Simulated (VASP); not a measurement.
Wanted: the native input for a VASP 6.6.1 run.

| Item | Value |
| --- | --- |
| Task | single point |
| Functional | PBEsol |
| Potentials or basis | VASP PAW PBE potentials, release 64 (Mg, S) |
| Cutoff | 520 eV |
| k mesh | 6 × 6 × 4 |
| Occupations | gaussian, width 0.05 eV |
| Spin | no spin polarisation |
| Dipole correction | no |
| Further INCAR settings | ALGO = Normal; EDIFF = 1e-06; NBANDS = 16 |

The structure of MgS lies in POSCAR:

```
MgS
1.0
    4.1960073031      0.0000000000      0.0000000000
   -2.0980036515      3.6338489189      0.0000000000
    0.0000000000      0.0000000000      5.9177106456
Mg S
2 2
Direct
    0.6666666667      0.3333333333      0.4957548500
    0.3333333333      0.6666666667      0.9957548500
    0.3333333333      0.6666666667      0.3792441500
    0.6666666667      0.3333333333      0.8792441500
```

This cell differs from its parent crystal: strain +0.040 along x and y, -0.080 along z.

The input as run:

INCAR

```
SYSTEM = MgS
PREC = Accurate
ENCUT = 520
EDIFF = 1E-6
ISMEAR = 0
SIGMA = 0.05
LREAL = .False.
LASPH = .True.
NELM = 80
ALGO = Normal
ISIF = 2
LWAVE = .False.
LCHARG = .False.
GGA = PS
NBANDS = 16
```

KPOINTS

```
Automatic mesh
0
Gamma
  6 6 4
  0 0 0
```

Potentials or basis: VASP PAW PBE potentials, release 64 (Mg, S).

Run with:

```bash
$ cat potpaw_PBE.64/Mg/POTCAR potpaw_PBE.64/S/POTCAR > POTCAR
$ mpirun -np 1 vasp_std > vasp.out
```

Results of the run:

```yaml
Pressure: 0.9 GPa
Largest_force: 1.285 eV/Å
Band_gap_on_the_k_mesh: 3.09 eV, direct
```

Caveat: the cell differs from its parent crystal (strain +0.040 along x and y, -0.080 along z); the PAW data sets were made with another functional, which shifts forces and pressure a little.

Wall time 69 s on 1 thread of AMD EPYC 7R13 (shared host), peak memory 0.18 GiB.
